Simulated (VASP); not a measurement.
HfN, 2 atoms in the cell. The structure is cubic, space group F-43m (No. 216). The conventional cell has a = 4.910 Å, b = 4.910 Å, c = 4.910 Å, α = 90.00°, β = 90.00°, γ = 90.00°. Within 2.8 Å of Hf (site symmetry -43m) lie 4 N at 2.13 Å. N (site symmetry -43m) has 4 Hf at 2.13 Å within 2.8 Å. 

```yaml
Program: VASP 6.6.1
Task: single point
Functional: PBEsol
Potentials_or_basis: VASP PAW PBE potentials, release 64 (Hf_pv, N)
Cutoff: 520 eV
k_mesh: 3 × 3 × 3
Occupations: methfessel-paxton, width 0.15 eV
Spin: no spin polarisation
Dipole_correction: no
Further_INCAR_settings: ALGO = Normal; EDIFF = 1e-07; NBANDS = 14
```

Potentials or basis: VASP PAW PBE potentials, release 64 (Hf_pv, N).

Command:

```bash
$ cat potpaw_PBE.64/Hf_pv/POTCAR potpaw_PBE.64/N/POTCAR > POTCAR
$ mpirun -np 1 vasp_std > vasp.out
```

Hardware: 1 thread of Intel(R) Xeon(R) Platinum 8488C (Sapphire Rapids) (shared host).

Task: How long does it take, and how much memory?

Result: Wall time 4.8 s on 1 thread of Intel(R) Xeon(R) Platinum 8488C (Sapphire Rapids), with other jobs on the host, peak memory 0.15 GiB. Counts: scf iterations 13, k points 4.
